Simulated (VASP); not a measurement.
Wanted: the native input for a VASP 6.6.1 run.

```yaml
Task: single point
Functional: LDA
Potentials_or_basis: VASP PAW LDA potentials, release 64 (Pt)
Cutoff: 520 eV
k_mesh: 12 × 12 × 12
Occupations: fermi-dirac, width 0.05 eV
Spin: no spin polarisation
Dipole_correction: no
Further_INCAR_settings: ALGO = Normal; EDIFF = 1e-06; NBANDS = 11
```

The structure of Pt lies in POSCAR:

```
Pt
1.0
    0.0000000000      1.9609000000      1.9609000000
    1.9609000000      0.0000000000      1.9609000000
    1.9609000000      1.9609000000      0.0000000000
Pt
1
Direct
    0.0000000000      0.0000000000      0.0000000000
```

The input as run:

INCAR

```
SYSTEM = Pt
  PREC = Accurate
  ENCUT = 520
  EDIFF = 1E-6
  ISMEAR = -1
  SIGMA = 0.05
  LREAL = .FALSE.
  LASPH = .TRUE.
  NELM = 60
  ALGO = Normal
  ISIF = 2
  LWAVE = .FALSE.
  LCHARG = .TRUE.
  GGA = CA
  LELF = .TRUE.
  LVHAR = .TRUE.
  NBANDS = 11
```

KPOINTS

```
Automatic mesh
0
G
  12 12 12
  0 0 0
```

Potentials or basis: VASP PAW LDA potentials, release 64 (Pt).

Launch:

```bash
$ cat potpaw_LDA.64/Pt/POTCAR > POTCAR
$ mpirun -np 1 vasp_std > vasp.out
```

It gave:

| Quantity | Value |
| --- | --- |
| Pressure | -5.3 GPa |
| Band gap on the k mesh | zero (band 5 reaches 11.64 eV, above the bottom of band 6 at 9.42 eV) |

Caveat: spin-orbit coupling is left out, which moves the levels of the heavy elements.

Run time: 16 s on 1 thread of Intel Xeon 8259CL, on a shared host, peak memory 0.14 GiB.
